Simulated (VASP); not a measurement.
**Os: relaxation of cell and atoms with revPBE**

Os:

```
Os
1.0
     2.47227    0.00000    0.00000
     0.00000    2.47227    0.00000
     0.00000    0.00000    2.47227
Os
1
Direct
  0.00000 0.00000 0.00000
```

| Item | Value |
| --- | --- |
| Program | VASP 6.6.1 |
| Task | relaxation of cell and atoms |
| Functional | revPBE |
| Potentials or basis | VASP PAW PBE potentials, release 64 (Os) |
| Cutoff | 600 eV |
| k mesh | 13 × 13 × 13 |
| Occupations | fermi-dirac, width 0.1 eV |
| Spin | no spin polarisation |
| Dipole correction | no |
| Further INCAR settings | ALGO = Normal; EDIFF = 1e-07; IBRION = 2; EDIFFG = -0.01; NSW = 80; ISIF = 3 |

```yaml
Relaxed_volume: 16.85 Å³/atom
Relaxed_cell: a = 2.564 Å, b = 2.564 Å, c = 2.564 Å, α = 90.00°, β = 90.00°, γ = 90.00°
Space_group_after_relaxing_to_0.05_Å: Pm-3m (No. 221)
Energy_gained_by_relaxing: 184.3 meV/atom
Ionic_steps: 5
Pressure_after_relaxing: 0.0 GPa
Band_gap_on_the_k_mesh: zero (band 4 reaches 11.50 eV, above the bottom of band 5 at 6.20 eV)
```

Step by step:
```tsv
step	energy change (eV)	largest force (eV/Å)	pressure (GPa)	volume (Å³)
1	0.0000	0.0000	37.62	15.11
2	1.1248	0.0000	-38.85	24.27
3	-0.1798	0.0000	-4.60	17.16
4	-0.1842	0.0000	-0.75	16.90
5	-0.1843	0.0000	0.00	16.85
```

Final structure:
```cif
data_structure
_symmetry_space_group_name_H-M 'P 1'
_symmetry_Int_Tables_number 1
_cell_length_a 2.5639
_cell_length_b 2.5639
_cell_length_c 2.5639
_cell_angle_alpha 90.000
_cell_angle_beta 90.000
_cell_angle_gamma 90.000
_cell_volume 16.85
loop_
_atom_site_label
_atom_site_type_symbol
_atom_site_fract_x
_atom_site_fract_y
_atom_site_fract_z
_atom_site_occupancy
Os1 Os 0.00000 0.00000 0.00000 1
```

Levels at points of the mesh, in eV from the Fermi level:
| k point | band 1 | band 2 | band 3 | band 4 | band 5 | band 6 | band 7 | band 8 |
| --- | --- | --- | --- | --- | --- | --- | --- | --- |
| (0.00, 0.00, 0.00) | -9.37 | -5.87 | -5.87 | 2.21 | 2.21 | 2.21 | 15.42 | 15.42 |

Wall time 74 s on 1 thread of AMD EPYC 7R13 (shared host), peak memory 0.11 GiB.

Caveat: the PAW data sets were made with another functional, which shifts forces and pressure a little; spin-orbit coupling is left out, which moves the levels of the heavy elements.
